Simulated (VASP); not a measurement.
# Cr (P6_3/mmc) in VASP: settings compared

Cr is run at these levels: PBEsol, PBE; tasks: single point.

Program: VASP 6.6.1. These are calculated values, not measurements. Logs are shortened: lines on timing, memory, paths and dates and some standing lists are left out, and cuts for length are marked.

### Step 1. The cell of the first run

The structure is hexagonal, space group P6_3/mmc (No. 194). Conventional cell: a = 2.732 Å, b = 2.732 Å, c = 4.439 Å, α = 90.00°, β = 90.00°, γ = 120.00°. Within 3.6 Å of Cr (site symmetry -6m2) lie 12 Cr at 2.72 to 2.73 Å.

### Step 2. Single point, PBEsol, collinear spin, ferromagnetic start

The input, INCAR:

```
SYSTEM = Cr
ALGO     = Fast           ! electronic algorithm
EDIFF    = 1E-6           ! SCF threshold, eV
ENCUT    = 520            ! plane-wave cutoff, eV
GGA      = PS             ! functional
ISIF     = 2              ! what is computed and relaxed
ISMEAR   = -1             ! smearing method
ISPIN    = 2              ! spin polarisation
LASPH    = .True.         ! aspherical terms in the spheres
LCHARG   = .False.        ! write CHGCAR
LMAXMIX  = 4              ! l up to which the mixer works
LORBIT   = 11             ! projections on sites
LREAL    = .False.        ! projectors in reciprocal space
LWAVE    = .False.        ! write WAVECAR
MAGMOM   = 3 3            ! initial moments
NBANDS   = 23             ! bands
NELM     = 150            ! most SCF steps
PREC     = Accurate       ! precision mode
SIGMA    = 0.05           ! smearing width, eV
```

The input, KPOINTS:

```
k-points
0
Gamma
  11 11 6
  0 0 0
```

The input, POSCAR:

```
Cr
1.0
    2.7319740337      0.0000000000      0.0000000000
   -1.3659870169      2.3659589157      0.0000000000
    0.0000000000      0.0000000000      4.4392061492
Cr
2
Direct
    0.6666666667      0.3333333333      0.7500000000
    0.3333333333      0.6666666667      0.2500000000
```

Potentials or basis: VASP PAW PBE potentials, release 64 (Cr_pv).

Started as:

```bash
> cat potpaw_PBE.64/Cr_pv/POTCAR > POTCAR
> mpirun -np 1 vasp_std > vasp.out
```

OUTCAR:

```text
SYSTEM = Cr
   EDIFF = 1E-6
   ENCUT = 520
   GGA = PS
   ISIF = 2
   ISMEAR = -1
   ISPIN = 2
   LASPH = .True.
   LORBIT = 11
   LREAL = .False.
   NELM = 150
   PREC = Accurate

 ion  position               nearest neighbor table
   1  0.667  0.333  0.750-   2 2.72   2 2.72   2 2.72   2 2.72   2 2.72   2 2.72
   2  0.333  0.667  0.250-   1 2.72   1 2.72   1 2.72   1 2.72   1 2.72   1 2.72

  LATTYP: Found a hexagonal cell.
 ALAT       =     2.7319740337
 C/A-ratio  =     1.6249078851

  Lattice vectors:

 A1 = (   2.7319740337,   0.0000000000,   0.0000000000)
 A2 = (  -1.3659870169,   2.3659589157,   0.0000000000)
 A3 = (   0.0000000000,   0.0000000000,   4.4392061492)

Analysis of symmetry for initial positions (statically):
=====================================================================
 Subroutine PRICEL returns:
 Original cell was already a primitive cell.

 Routine SETGRP: Setting up the symmetry group for a
 hexagonal supercell.

 Subroutine GETGRP returns: Found 24 space group operations
 (whereof 12 operations were pure point group operations)
 out of a pool of 24 trial point group operations.

The static configuration has the point symmetry D_3d.
 The point group associated with its full space group is D_6h.

Analysis of symmetry for dynamics (positions and initial velocities):
=====================================================================
 Subroutine PRICEL returns:
 Original cell was already a primitive cell.

 Routine SETGRP: Setting up the symmetry group for a
 hexagonal supercell.

 Subroutine GETGRP returns: Found 24 space group operations
 (whereof 12 operations were pure point group operations)
 out of a pool of 24 trial point group operations.

The dynamic configuration has the point symmetry D_3d.
 The point group associated with its full space group is D_6h.

Analysis of structural, dynamic, and magnetic symmetry:
=====================================================================
 Subroutine PRICEL returns:
 Original cell was already a primitive cell.

 Routine SETGRP: Setting up the symmetry group for a
 hexagonal supercell.

 Subroutine GETGRP returns: Found 24 space group operations
 (whereof 12 operations were pure point group operations)
 out of a pool of 24 trial point group operations.

The overall configuration has the point symmetry D_3d.
 The point group associated with its full space group is D_6h.

 Subroutine INISYM returns: Found 24 space group operations
 (whereof 12 operations are pure point group operations),
 and found     1 'primitive' translations

----------------------------------------------------------------------------------------

                                     Primitive cell

  volume of cell :      28.6939

  direct lattice vectors                    reciprocal lattice vectors
     2.731974034  0.000000000  0.000000000     0.366035690  0.211330804  0.000000000
    -1.365987017  2.365958916  0.000000000     0.000000000  0.422661608  0.000000000
     0.000000000  0.000000000  4.439206149     0.000000000  0.000000000  0.225265502

  length of vectors
     2.731974034  2.731974034  4.439206149     0.422661608  0.422661608  0.225265502

  position of ions in fractional coordinates (direct lattice)
     0.666666667  0.333333333  0.750000000
     0.333333333  0.666666667  0.250000000

  ion indices of the primitive-cell ions
   primitive index   ion index
                 1           1
                 2           2

----------------------------------------------------------------------------------------

 KPOINTS: k-points

Automatic generation of k-mesh.
 Grid dimensions read from file:
 generate k-points for:   11   11    6

 Generating k-lattice:

  Cartesian coordinates                     Fractional coordinates (reciprocal lattice)
     0.033275972  0.019211891  0.000000000     0.090909091 -0.000000000  0.000000000
     0.000000000  0.038423783  0.000000000     0.000000000  0.090909091  0.000000000
     0.000000000  0.000000000  0.037544250     0.000000000  0.000000000  0.166666667

  Length of vectors
     0.038423783  0.038423783  0.037544250

  Shift w.r.t. Gamma in fractional coordinates (k-lattice)
     0.000000000  0.000000000  0.000000000

 Subroutine IBZKPT returns following result:
 ===========================================

 Found     64 irreducible k-points:

 Following reciprocal coordinates:
            Coordinates               Weight
  0.000000  0.000000  0.000000      1.000000
  0.090909 -0.000000  0.000000      6.000000
  0.181818 -0.000000  0.000000      6.000000
  0.272727  0.000000  0.000000      6.000000
  0.363636 -0.000000  0.000000      6.000000
  0.454545  0.000000  0.000000      6.000000
[... 16 lines left out ...]
  0.090909  0.090909  0.166667     12.000000
  0.181818  0.090909  0.166667     24.000000
 [... further k-points ...]
   k-points           NKPTS =     64   k-points in BZ     NKDIM =     64   number of bands    NBANDS=     23
   number of dos      NEDOS =    301   number of ions     NIONS =      2
   total plane-waves  NPLWV =  14400
   dimension x,y,z NGX =    20 NGY =   20 NGZ =   36
   dimension x,y,z NGXF=    40 NGYF=   40 NGZF=   72
   ions per type =               2
   NGX,Y,Z   is equivalent  to a cutoff of  12.17, 12.17, 13.48 a.u.
   NGXF,Y,Z  is equivalent  to a cutoff of  24.34, 24.34, 26.96 a.u.
 SYSTEM =  Cr
   PREC   = accura    normal or accurate (medium, high low for compatibility)
   ISTART =      0    job   : 0-new  1-cont  2-samecut
   ICHARG =      2    charge: 1-file 2-atom 10-const
   ISPIN  =      2    spin polarized calculation?
   LNONCOLLINEAR =      F non collinear calculations
   LSORBIT =      F    spin-orbit coupling
   LASPH  =      T    aspherical Exc in radial PAW
   ENCUT  =  520.0 eV  38.22 Ry    6.18 a.u.   5.08  5.08  8.25*2*pi/ulx,y,z
   NELM   =    150;   NELMIN=  2; NELMDL= -5     # of ELM steps
   EDIFF  = 0.1E-05   stopping-criterion for ELM
   LREAL  =      F    real-space projection
   EDIFFG = 0.1E-04   stopping-criterion for IOM
   NSW    =      0    number of steps for IOM
   IBRION =     -1    ionic relax: 0-MD 1-quasi-New 2-CG
   NFREE  =      0    steps in history (QN), initial steepest desc. (CG)
   ISIF   =      2    stress and relaxation
   ISYM   =      2    0-nonsym 1-usesym 2-fastsym
   POTIM  = 0.5000    time-step for ionic-motion
   TEBEG  =    0.0;   TEEND  =   0.0 temperature during run
   PSTRESS=    0.0 pullay stress
   NELECT =      24.0000    total number of electrons
   NUPDOWN=      -1.0000    fix difference up-down
   EMIN   =  10.00;   EMAX   =-10.00  energy-range for DOS
   EFERMI =   0.00;   METHOD = LEGACY
   ISMEAR =    -1;   SIGMA  =   0.05  broadening in eV -4-tet -1-fermi 0-gaus
   EFERMI_NEDOS =   21; number of points for ismear=-14 and -15
   IALGO  =     68    algorithm
   IMIX   =      4    mixing-type and parameters
     AMIX     =   0.40;   BMIX     =  1.00
     AMIX_MAG =   1.60;   BMIX_MAG =  1.00
  volume/ion in A,a.u.               =      14.35        96.82
  Fermi-wavevector in a.u.,A,eV,Ry     =   1.542466  2.914838 32.370993  2.379201
  Thomas-Fermi vector in A             =   2.648266
   LORBIT       =     11    0 simple, 1 ext, 2 COOP (PROOUT), +10 PAW based schemes
   GGA     = PS    functional components
   LHFCALC =     F    Hartree Fock is set to
   AEXX    =    0.0000 exact exchange contribution
   IVDW    =     0    specifies the selected vdW correction
   LEPSILON=     F    determine dielectric tensor
   LRPA    =     F    only Hartree local field effects (RPA)
 spin polarized calculation
 RMM-DIIS sequential band-by-band and
  energy-cutoff  :      520.00
  volume of cell :       28.69
 maximum number of plane-waves:       785
   NGX = 11   NGY = 11   NGZ = 17

 number of electron      24.0000014 magnetization       1.8609078

 Free energy of the ion-electron system (eV)
  ---------------------------------------------------
  ext. energy  EPLUGINS =         0.00000000
  ---------------------------------------------------
  free energy    TOTEN  =       -18.79854722 eV

  energy without entropy =      -18.76332854  energy(sigma->0) =      -18.78093788

 E-fermi :   7.9225     XC(G=0): -12.5834

 val. band max:        7.9186863741   @ k =   0.0909  -0.0000   0.5000
 cond. band min:       7.9233798478   @ k =   0.2727   0.0909   0.0000
 fundamental gap:      0.0046934738
 Fermi energy:         7.9224713840

 spin component 1

 k-point     1 :       0.0000    0.0000    0.0000
  band No.  band energies     occupation
      1     -35.4087      1.00000
      2     -35.0848      1.00000
      3     -35.0848      1.00000
      4     -35.0221      1.00000
      5     -35.0221      1.00000
      6     -34.9506      1.00000
[... 15 lines left out ...]
     22      25.6520      0.00000
     23      28.2369      0.00000

 k-point     2 :       0.0909   -0.0000    0.0000
  band No.  band energies     occupation
      1     -35.3966      1.00000
      2     -35.1116      1.00000
      3     -35.0934      1.00000
      4     -35.0498      1.00000
      5     -35.0263      1.00000
      6     -34.9552      1.00000
[... 15 lines left out ...]
     22      24.8118      0.00000
     23      26.7788      0.00000

 k-point     3 :       0.1818   -0.0000    0.0000
  band No.  band energies     occupation
      1     -35.3625      1.00000
      2     -35.1838      1.00000
      3     -35.1231      1.00000
      4     -35.1158      1.00000
      5     -35.0383      1.00000
      6     -34.9693      1.00000
[... 15 lines left out ...]
     22      21.9392      0.00000
     23      25.1344      0.00000
[... 495 lines left out ...]
 k-point    23 :       0.0909    0.0909    0.1667
  band No.  band energies     occupation
      1     -35.3513      1.00000
      2     -35.1472      1.00000
      3     -35.1261      1.00000
      4     -35.0917      1.00000
      5     -35.0433      1.00000
      6     -34.9842      1.00000
[... 15 lines left out ...]
     22      23.4486      0.00000
     23      24.2704      0.00000

 k-point    24 :       0.1818    0.0909    0.1667
  band No.  band energies     occupation
      1     -35.3273      1.00000
      2     -35.2159      1.00000
      3     -35.1980      1.00000
      4     -35.1255      1.00000
      5     -35.0639      1.00000
      6     -34.9962      1.00000
[... 15 lines left out ...]
     22      20.6404      0.00000
     23      22.5069      0.00000

 [... further k-points ...]

 spin component 2

 k-point     1 :       0.0000    0.0000    0.0000
  band No.  band energies     occupation
      1     -34.6052      1.00000
      2     -34.2053      1.00000
      3     -34.2053      1.00000
      4     -34.1414      1.00000
      5     -34.1414      1.00000
      6     -34.1369      1.00000
[... 15 lines left out ...]
     22      25.8493      0.00000
     23      28.4796      0.00000

 k-point     2 :       0.0909   -0.0000    0.0000
  band No.  band energies     occupation
      1     -34.5928      1.00000
      2     -34.2327      1.00000
      3     -34.2141      1.00000
      4     -34.1699      1.00000
      5     -34.1457      1.00000
      6     -34.1416      1.00000
[... 15 lines left out ...]
     22      25.1183      0.00000
     23      27.1366      0.00000

 k-point     3 :       0.1818   -0.0000    0.0000
  band No.  band energies     occupation
      1     -34.5579      1.00000
      2     -34.3068      1.00000
      3     -34.2449      1.00000
      4     -34.2370      1.00000
      5     -34.1579      1.00000
      6     -34.1560      1.00000
[... 15 lines left out ...]
     22      22.3811      0.00000
     23      25.5920      0.00000
[... 495 lines left out ...]
 k-point    23 :       0.0909    0.0909    0.1667
  band No.  band energies     occupation
      1     -34.5454      1.00000
      2     -34.2704      1.00000
      3     -34.2521      1.00000
      4     -34.2175      1.00000
      5     -34.1631      1.00000
      6     -34.1620      1.00000
[... 15 lines left out ...]
     22      23.8239      0.00000
     23      24.7232      0.00000

 k-point    24 :       0.1818    0.0909    0.1667
  band No.  band energies     occupation
      1     -34.5148      1.00000
      2     -34.3458      1.00000
      3     -34.3268      1.00000
      4     -34.2494      1.00000
      5     -34.1853      1.00000
      6     -34.1757      1.00000
[... 15 lines left out ...]
     22      21.1080      0.00000
     23      22.9587      0.00000

 [... further k-points ...]
[... 5 lines left out ...]
  --------------------------------------------------------------------------------------
  -------------------------------------------------------------------------------------
  Total       -6.1953090     -6.1953090     -5.6028304      0.0000000      0.0000000      0.0000000
  in kB     -345.9270100   -345.9270100   -312.8448270      0.0000000      0.0000000      0.0000000
  external PRESSURE =    -334.8996157 kB  Pullay stress =       0.0000000 kB

 VOLUME and BASIS-vectors are now :
 -----------------------------------------------------------------------------
  energy-cutoff  :      520.00
  volume of cell :       28.69
      direct lattice vectors                 reciprocal lattice vectors
     2.731974034  0.000000000  0.000000000     0.366035690  0.211330804  0.000000000
    -1.365987017  2.365958916  0.000000000     0.000000000  0.422661608  0.000000000
     0.000000000  0.000000000  4.439206149     0.000000000  0.000000000  0.225265502

 POSITION                                       TOTAL-FORCE (eV/Angst)
 -----------------------------------------------------------------------------------
      1.36599      0.78865      3.32940        -0.000000      0.000000      0.000000
     -0.00000      1.57731      1.10980         0.000000     -0.000000      0.000000
 -----------------------------------------------------------------------------------
    total drift:                               -0.000000      0.000000     -0.000000

  FREE ENERGIE OF THE ION-ELECTRON SYSTEM (eV)
  ---------------------------------------------------
  free  energy   TOTEN  =       -18.7985472239 eV

  energy  without entropy=      -18.7633285427  energy(sigma->0) =      -18.78093788

 total charge

# of ion       s       p       d       tot
------------------------------------------
    1        0.370   6.273   4.041  10.683
    2        0.370   6.273   4.041  10.683
--------------------------------------------------
tot          0.740  12.545   8.081  21.367

 magnetization (x)

# of ion       s       p       d       tot
------------------------------------------
    1        0.001   0.023   0.836   0.860
    2        0.001   0.023   0.836   0.860
--------------------------------------------------
tot          0.001   0.046   1.673   1.720
```

It took 69 s on 1 thread of Intel Xeon Platinum 8259CL at 2.50GHz (Skylake/Cascade Lake), shared host; peak memory 0.18 GiB.

What came out:

| Item | Value |
| --- | --- |
| Free energy | -18.7985 eV |
| Pressure | -33.5 GPa |
| Net moment | 1.86 μB per cell |
| Site moments | Cr +0.86 μB |
| Valence electrons inside the program's atomic spheres | Cr 10.68 |

Stress tensor (GPa, compression positive):
```
-34.59   0.00   0.00
  0.00 -34.59   0.00
  0.00   0.00 -31.28
```

Levels at points of the mesh, in eV from the Fermi level:
Spin up:
```csv
k point,band 11,band 12,band 13,band 14,band 15,band 16
"(0.00, 0.00, 0.00)",-0.64,-0.33,-0.33,0.11,0.11,0.36
"(0.00, 0.00, 0.50)",-0.74,-0.74,-0.74,-0.74,0.97,0.97
```
Spin down:
```
           k point  band 7  band 8  band 9  band 10  band 11  band 12  band 13  band 14  band 15  band 16
(0.00, 0.00, 0.00)   -6.76   -3.02    0.02     0.10     0.10     0.47     0.47     0.66     0.95     0.95
(0.00, 0.00, 0.50)   -4.81   -4.81   -0.53    -0.53     0.04     0.04     0.04     0.04     1.84     1.84
```

Caveat: the PAW data sets were made with another functional, which shifts forces and pressure a little.

### Step 3. Single point, PBE, collinear spin, ferromagnetic start

This run uses another cell than the first one, of 14.07 Å³/atom, 0.980 times its volume.

The input, INCAR:

```
SYSTEM = Cr
  PREC = Accurate
  ENCUT = 520
  EDIFF = 1E-6
  ISMEAR = -1
  SIGMA = 0.05
  LREAL = .False.
  LASPH = .True.
  NELM = 150
  ALGO = Fast
  ISIF = 2
  LWAVE = .False.
  LCHARG = .False.
  ISPIN = 2
  MAGMOM = 3 3
  LORBIT = 11
  LMAXMIX = 4
  GGA = PE
  NBANDS = 23
```

The input, KPOINTS:

```
regular mesh
0
Gamma
  11 11 6
  0 0 0
```

The input, POSCAR:

```
Cr
1.0
    2.7140000000      0.0000000000      0.0000000000
   -1.3570000000      2.3503929459      0.0000000000
    0.0000000000      0.0000000000      4.4100000000
Cr
2
Direct
    0.6666666667      0.3333333333      0.7500000000
    0.3333333333      0.6666666667      0.2500000000
```

Potentials or basis: VASP PAW PBE potentials, release 64 (Cr_pv).

Started as:

```bash
> cat potpaw_PBE.64/Cr_pv/POTCAR > POTCAR
> mpirun -np 1 vasp_std > vasp.out
```

Run time: 2.4 min. Hardware: 1 thread of AMD EPYC 7R43 (Zen 3), shared host; peak memory 0.14 GiB.

It converged, with:

```yaml
Free_energy: -17.7229 eV
Pressure: -25.5 GPa
Net_moment: 1.77 μB per cell
Site_moments: Cr +0.82 μB
Valence_electrons_inside_the_program's_atomic_spheres: Cr 10.72
```

Stress tensor (GPa, compression positive):
```
-26.90   0.00   0.00
  0.00 -26.90   0.00
  0.00   0.00 -22.63
```

Levels at points of the mesh, in eV from the Fermi level:
Spin up:
```
           k point  band 11  band 12  band 13  band 14  band 15  band 16
(0.00, 0.00, 0.00)    -0.62    -0.31    -0.31     0.13     0.13     0.40
(0.00, 0.00, 0.50)    -0.73    -0.73    -0.73    -0.73     1.02     1.02
```
Spin down:
```csv
k point,band 7,band 8,band 9,band 10,band 11,band 12,band 13,band 14,band 15,band 16
"(0.00, 0.00, 0.00)",-6.83,-3.10,-0.02,0.07,0.07,0.46,0.46,0.67,0.96,0.96
"(0.00, 0.00, 0.50)",-4.86,-4.86,-0.58,-0.58,0.02,0.02,0.02,0.02,1.87,1.87
```

(Continued in part 2 of 2.)
